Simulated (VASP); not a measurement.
# KCl (P4/mmm) in VASP: notebook, part 2 of 2

VASP 6.6.1. The steps go on from the part before.

## 3. Single point, LDA (strain -0.0100 x Voigt [0, 1, 0, 0, 0, 0])

Contents of INCAR:

```
PREC = Accurate
ENCUT = 520
EDIFF = 1E-7
ISMEAR = 0
SIGMA = 0.05
LREAL = F
LASPH = T
NELM = 80
ALGO = Normal
ISIF = 2
LWAVE = F
LCHARG = F
NBANDS = 15
```

Contents of KPOINTS:

```
regular mesh
0
Gamma
  6 6 6
```

Contents of POSCAR:

```
KCl
1.0
    3.8391960000      0.0000000000      0.0000000000
    0.0000000000      3.8008040400      0.0000000000
    0.0000000000      0.0000000000      3.8391960000
K Cl
1 1
Direct
    0.0000000000      0.0000000000      0.0000000000
    0.5000000000      0.5000000000      0.5000000000
```

Potentials or basis: VASP PAW LDA potentials, release 64 (K_sv, Cl).

Run with:

```
cat potpaw_LDA.64/K_sv/POTCAR potpaw_LDA.64/Cl/POTCAR > POTCAR
mpirun -np 1 vasp_std > vasp.out
```

OUTCAR:

```text
PREC = Accurate
   ENCUT = 520
   EDIFF = 1E-7
   ISMEAR = 0
   LREAL = F
   LASPH = T
   NELM = 80
   ISIF = 2

 ion  position               nearest neighbor table
   1  0.000  0.000  0.000-
   2  0.500  0.500  0.500-

  LATTYP: Found a simple tetragonal cell.
 ALAT       =     3.8391960000
 C/A-ratio  =     0.9900000000

  Lattice vectors:

 A1 = (  -3.8391960000,   0.0000000000,   0.0000000000)
 A2 = (   0.0000000000,   0.0000000000,   3.8391960000)
 A3 = (   0.0000000000,   3.8008040400,   0.0000000000)

Analysis of symmetry for initial positions (statically):
=====================================================================
 Subroutine PRICEL returns:
 Original cell was already a primitive cell.

 Routine SETGRP: Setting up the symmetry group for a
 simple tetragonal supercell.

 Subroutine GETGRP returns: Found 16 space group operations
 (whereof 16 operations were pure point group operations)
 out of a pool of 16 trial point group operations.

The static configuration has the point symmetry D_4h.

Analysis of symmetry for dynamics (positions and initial velocities):
=====================================================================
 Subroutine PRICEL returns:
 Original cell was already a primitive cell.

 Routine SETGRP: Setting up the symmetry group for a
 simple tetragonal supercell.

 Subroutine GETGRP returns: Found 16 space group operations
 (whereof 16 operations were pure point group operations)
 out of a pool of 16 trial point group operations.

The dynamic configuration has the point symmetry D_4h.

 Subroutine INISYM returns: Found 16 space group operations
 (whereof 16 operations are pure point group operations),
 and found     1 'primitive' translations

----------------------------------------------------------------------------------------

                                     Primitive cell

  volume of cell :      56.0217

  direct lattice vectors                    reciprocal lattice vectors
     3.839196000  0.000000000  0.000000000     0.260471203  0.000000000  0.000000000
     0.000000000  3.800804040  0.000000000     0.000000000  0.263102225  0.000000000
     0.000000000  0.000000000  3.839196000     0.000000000  0.000000000  0.260471203

  length of vectors
     3.839196000  3.800804040  3.839196000     0.260471203  0.263102225  0.260471203

  position of ions in fractional coordinates (direct lattice)
     0.000000000  0.000000000  0.000000000
     0.500000000  0.500000000  0.500000000

  ion indices of the primitive-cell ions
   primitive index   ion index
                 1           1
                 2           2

----------------------------------------------------------------------------------------

 KPOINTS: regular mesh

Automatic generation of k-mesh.
 Grid dimensions read from file:
 generate k-points for:    6    6    6

 Generating k-lattice:

  Cartesian coordinates                     Fractional coordinates (reciprocal lattice)
     0.043411867  0.000000000  0.000000000     0.166666667  0.000000000  0.000000000
     0.000000000  0.043850371  0.000000000     0.000000000  0.166666667  0.000000000
     0.000000000  0.000000000  0.043411867     0.000000000  0.000000000  0.166666667

  Length of vectors
     0.043411867  0.043850371  0.043411867

  Shift w.r.t. Gamma in fractional coordinates (k-lattice)
     0.000000000  0.000000000  0.000000000

 Subroutine IBZKPT returns following result:
 ===========================================

 Found     40 irreducible k-points:

 Following reciprocal coordinates:
            Coordinates               Weight
  0.000000  0.000000  0.000000      1.000000
  0.166667  0.000000  0.000000      4.000000
  0.333333  0.000000  0.000000      4.000000
  0.500000  0.000000  0.000000      2.000000
  0.000000  0.166667  0.000000      2.000000
  0.166667  0.166667  0.000000      8.000000
[... 16 lines left out ...]
  0.166667  0.333333  0.166667      8.000000
  0.333333  0.333333  0.166667     16.000000
 [... further k-points ...]
   k-points           NKPTS =     40   k-points in BZ     NKDIM =     40   number of bands    NBANDS=     15
   number of dos      NEDOS =    301   number of ions     NIONS =      2
   total plane-waves  NPLWV =  25200
   dimension x,y,z NGX =    30 NGY =   28 NGZ =   30
   dimension x,y,z NGXF=    60 NGYF=   56 NGZF=   60
   ions per type =               1   1
   NGX,Y,Z   is equivalent  to a cutoff of  12.99, 12.25, 12.99 a.u.
   NGXF,Y,Z  is equivalent  to a cutoff of  25.98, 24.49, 25.98 a.u.
 SYSTEM =  unknown system
   PREC   = accura    normal or accurate (medium, high low for compatibility)
   ISTART =      0    job   : 0-new  1-cont  2-samecut
   ICHARG =      2    charge: 1-file 2-atom 10-const
   ISPIN  =      1    spin polarized calculation?
   LNONCOLLINEAR =      F non collinear calculations
   LSORBIT =      F    spin-orbit coupling
   LASPH  =      T    aspherical Exc in radial PAW
   ENCUT  =  520.0 eV  38.22 Ry    6.18 a.u.   7.14  7.07  7.14*2*pi/ulx,y,z
   NELM   =     80;   NELMIN=  2; NELMDL= -5     # of ELM steps
   EDIFF  = 0.1E-06   stopping-criterion for ELM
   LREAL  =      F    real-space projection
   EDIFFG = 0.1E-05   stopping-criterion for IOM
   NSW    =      0    number of steps for IOM
   IBRION =     -1    ionic relax: 0-MD 1-quasi-New 2-CG
   NFREE  =      0    steps in history (QN), initial steepest desc. (CG)
   ISIF   =      2    stress and relaxation
   ISYM   =      2    0-nonsym 1-usesym 2-fastsym
   POTIM  = 0.5000    time-step for ionic-motion
   TEBEG  =    0.0;   TEEND  =   0.0 temperature during run
   PSTRESS=    0.0 pullay stress
   NELECT =      16.0000    total number of electrons
   NUPDOWN=      -1.0000    fix difference up-down
   EMIN   =  10.00;   EMAX   =-10.00  energy-range for DOS
   EFERMI =   0.00;   METHOD = LEGACY
   ISMEAR =     0;   SIGMA  =   0.05  broadening in eV -4-tet -1-fermi 0-gaus
   EFERMI_NEDOS =   21; number of points for ismear=-14 and -15
   IALGO  =     38    algorithm
   IMIX   =      4    mixing-type and parameters
     AMIX     =   0.40;   BMIX     =  1.00
     AMIX_MAG =   1.60;   BMIX_MAG =  1.00
  volume/ion in A,a.u.               =      28.01       189.03
  Fermi-wavevector in a.u.,A,eV,Ry     =   1.078109  2.037331 15.814320  1.162320
  Thomas-Fermi vector in A             =   2.214039
   LORBIT       =      0    0 simple, 1 ext, 2 COOP (PROOUT), +10 PAW based schemes
   GGA     = CA    functional components
   LHFCALC =     F    Hartree Fock is set to
   AEXX    =    0.0000 exact exchange contribution
   IVDW    =     0    specifies the selected vdW correction
   LEPSILON=     F    determine dielectric tensor
   LRPA    =     F    only Hartree local field effects (RPA)
 non-spin polarized calculation
 Gauss-broadening in eV      SIGMA  =   0.05
  energy-cutoff  :      520.00
  volume of cell :       56.02
 maximum number of plane-waves:      1520
 NGX is ok and might be reduce to    30
   NGX = 15   NGY = 15   NGZ = 15

 number of electron      16.0000005 magnetization

 Free energy of the ion-electron system (eV)
  ---------------------------------------------------
  ext. energy  EPLUGINS =         0.00000000
  ---------------------------------------------------
  free energy    TOTEN  =        -7.26555209 eV

  energy without entropy =       -7.26555209  energy(sigma->0) =       -7.26555209

 E-fermi :  -0.6952     XC(G=0):  -8.6659

 val. band max:       -0.9904280178   @ k =   0.5000   0.0000   0.5000
 cond. band min:       3.3881061082   @ k =   0.0000   0.0000   0.0000
 fundamental gap:      4.3785341260
 Fermi energy:        -0.6951708029

 k-point     1 :       0.0000    0.0000    0.0000
  band No.  band energies     occupation
      1     -28.6810      2.00000
      2     -13.5244      2.00000
      3     -12.2995      2.00000
      4     -12.2995      2.00000
      5     -12.2939      2.00000
      6      -1.2521      2.00000
      7      -1.2521      2.00000
      8      -1.1971      2.00000
      9       3.3881      0.00000
     10       5.1916      0.00000
     11       5.2346      0.00000
     12       9.4410      0.00000
     13       9.5132      0.00000
     14       9.5132      0.00000
     15      12.4671      0.00000
[... 397 lines left out ...]
 k-point    24 :       0.3333    0.3333    0.1667
  band No.  band energies     occupation
      1     -28.6440      2.00000
      2     -13.4073      2.00000
      3     -12.4725      2.00000
      4     -12.3436      2.00000
      5     -12.2876      2.00000
      6      -2.2285      2.00000
      7      -2.0875      2.00000
      8      -1.5024      2.00000
      9       5.9055      0.00000
     10       6.7376      0.00000
     11       7.6127      0.00000
     12       7.7197      0.00000
     13       8.4568      0.00000
     14       8.7266      0.00000
     15      11.4768      0.00000

 [... further k-points ...]
[... 5 lines left out ...]
  --------------------------------------------------------------------------------------
  -------------------------------------------------------------------------------------
  Total       -1.1012995     -0.9526900     -1.1012995     -0.0000000      0.0000000      0.0000000
  in kB      -31.4963324    -27.2462124    -31.4963324     -0.0000000      0.0000000      0.0000000
  external PRESSURE =     -30.0796258 kB  Pullay stress =       0.0000000 kB

 VOLUME and BASIS-vectors are now :
 -----------------------------------------------------------------------------
  energy-cutoff  :      520.00
  volume of cell :       56.02
      direct lattice vectors                 reciprocal lattice vectors
     3.839196000  0.000000000  0.000000000     0.260471203  0.000000000  0.000000000
     0.000000000  3.800804040  0.000000000     0.000000000  0.263102225  0.000000000
     0.000000000  0.000000000  3.839196000     0.000000000  0.000000000  0.260471203

 POSITION                                       TOTAL-FORCE (eV/Angst)
 -----------------------------------------------------------------------------------
      0.00000      0.00000      0.00000         0.000000      0.000000      0.000000
      1.91960      1.90040      1.91960         0.000000      0.000000      0.000000
 -----------------------------------------------------------------------------------
    total drift:                                0.000000      0.000000     -0.000000

  FREE ENERGIE OF THE ION-ELECTRON SYSTEM (eV)
  ---------------------------------------------------
  free  energy   TOTEN  =        -7.2655520876 eV

  energy  without entropy=       -7.2655520876  energy(sigma->0) =       -7.26555209
```

It took 25 s on 1 thread of Intel Xeon Platinum 8488C (Sapphire Rapids), shared host; peak memory 0.16 GiB.

Results:

| Quantity | Value |
| --- | --- |
| Free energy | -7.2656 eV |
| Pressure | -3.0 GPa |
| Band gap on the k mesh | 4.38 eV (least direct gap 4.59 eV) |

Stress tensor (GPa, compression positive):
```
-3.15  0.00  0.00
 0.00 -2.72  0.00
 0.00  0.00 -3.15
```

Levels at points of the mesh, in eV from the valence-band top:
| k point | band 6 | band 7 | band 8 | band 9 | band 10 | band 11 |
| --- | --- | --- | --- | --- | --- | --- |
| (0.00, 0.00, 0.00) | -0.26 | -0.26 | -0.21 | 4.38 | 6.18 | 6.23 |
| (0.50, 0.00, 0.00) | -1.91 | -0.28 | -0.22 | 7.33 | 7.56 | 7.91 |
| (0.00, 0.50, 0.00) | -1.91 | -0.27 | -0.27 | 7.33 | 7.59 | 7.98 |
| (0.50, 0.50, 0.00) | -1.29 | -1.27 | -0.04 | 5.80 | 6.93 | 8.64 |
| (0.50, 0.00, 0.50) | -1.28 | -1.28 | 0.00 | 5.77 | 7.01 | 8.75 |
| (0.50, 0.50, 0.50) | -1.43 | -1.42 | -1.42 | 8.44 | 8.44 | 8.47 |

Caveat: the cell differs from its parent crystal (strain -0.0100 x Voigt [0, 1, 0, 0, 0, 0]); the cell stands under tension.

## 4. Single point, LDA (strain +0.0100 x Voigt [0, 1, 0, 0, 0, 0])

Contents of INCAR:

```
SYSTEM = KCl
PREC     = Accurate       ! precision mode
ENCUT    = 520            ! plane-wave cutoff, eV
EDIFF    = 1E-6           ! SCF threshold, eV
ISMEAR   = 0              ! smearing method
SIGMA    = 0.05           ! smearing width, eV
LREAL    = .False.        ! projectors in reciprocal space
LASPH    = .True.         ! aspherical terms in the spheres
NELM     = 60             ! most SCF steps
ALGO     = Normal         ! electronic algorithm
ISIF     = 2              ! what is computed and relaxed
LWAVE    = .False.        ! write WAVECAR
LCHARG   = .True.         ! write CHGCAR
GGA      = CA             ! functional
LELF     = .True.         ! ELF
LVHAR    = .True.       
NBANDS   = 15             ! bands
```

Contents of KPOINTS:

```
Automatic mesh
0
Gamma
  6 6 6
  0 0 0
```

Contents of POSCAR:

```
KCl
1.0
    3.8391960000      0.0000000000      0.0000000000
    0.0000000000      3.8775879600      0.0000000000
    0.0000000000      0.0000000000      3.8391960000
K Cl
1 1
Direct
    0.0000000000      0.0000000000      0.0000000000
    0.5000000000      0.5000000000      0.5000000000
```

Run with:

```
cat potpaw_LDA.64/K_sv/POTCAR potpaw_LDA.64/Cl/POTCAR > POTCAR
mpirun -np 1 vasp_std > vasp.out
```

Wall time 28 s (1 thread of Intel Xeon Platinum 8488C (Sapphire Rapids), shared host); peak memory 0.16 GiB.

It converged, with:

| Item | Value |
| --- | --- |
| Free energy | -7.2438 eV |
| Pressure | -3.2 GPa |
| Band gap on the k mesh | 4.31 eV (least direct gap 4.52 eV) |

Stress tensor (GPa, compression positive):
```
-3.10  0.00  0.00
 0.00 -3.51  0.00
 0.00  0.00 -3.10
```

Levels at points of the mesh, in eV from the valence-band top:
| k point | band 4 | band 5 | band 6 | band 7 | band 8 | band 9 | band 10 | band 11 | band 12 | band 13 |
| --- | --- | --- | --- | --- | --- | --- | --- | --- | --- | --- |
| (0.00, 0.00, 0.00) | -11.33 | -11.33 | -0.26 | -0.21 | -0.21 | 4.31 | 6.22 | 6.26 | 10.42 | 10.42 |
| (0.50, 0.00, 0.00) | -11.30 | -11.19 | -1.84 | -0.27 | -0.21 | 7.25 | 7.58 | 7.86 | 9.84 | 10.21 |
| (0.00, 0.50, 0.00) | -11.30 | -11.17 | -1.84 | -0.22 | -0.22 | 7.25 | 7.56 | 7.79 | 9.85 | 10.28 |
| (0.50, 0.50, 0.00) | -11.55 | -11.27 | -1.25 | -1.23 | 0.00 | 5.78 | 6.97 | 8.70 | 8.73 | 10.78 |
| (0.50, 0.00, 0.50) | -11.56 | -11.27 | -1.24 | -1.24 | -0.04 | 5.81 | 6.89 | 8.62 | 8.62 | 10.84 |
| (0.50, 0.50, 0.50) | -11.51 | -11.49 | -1.36 | -1.36 | -1.35 | 8.38 | 8.40 | 8.40 | 9.54 | 9.63 |

Caveat: the cell differs from its parent crystal (strain +0.0100 x Voigt [0, 1, 0, 0, 0, 0]); the cell stands under tension.

## 5. Summary

| cell | gap on the mesh (eV) | pressure (GPa) |
| --- | --- | --- |
| a = 3.839, b = 3.724 Å, 2 atoms | 4.39 | -2.7 |
| a = 3.839, b = 3.801 Å, 2 atoms | 4.38 | -3.0 |
| a = 3.839, b = 3.878 Å, 2 atoms | 4.31 | -3.2 |

Alike in all rows: task single point; level LDA; potentials or basis VASP PAW LDA potentials, release 64 (K_sv, Cl); no spin polarisation; k mesh 6 × 6 × 6; cutoff (eV) 520; smearing gaussian 0.05 eV.

Caveats: the cell stands under tension (at least some runs).

Absolute energies hang on the potentials; compare differences alone.
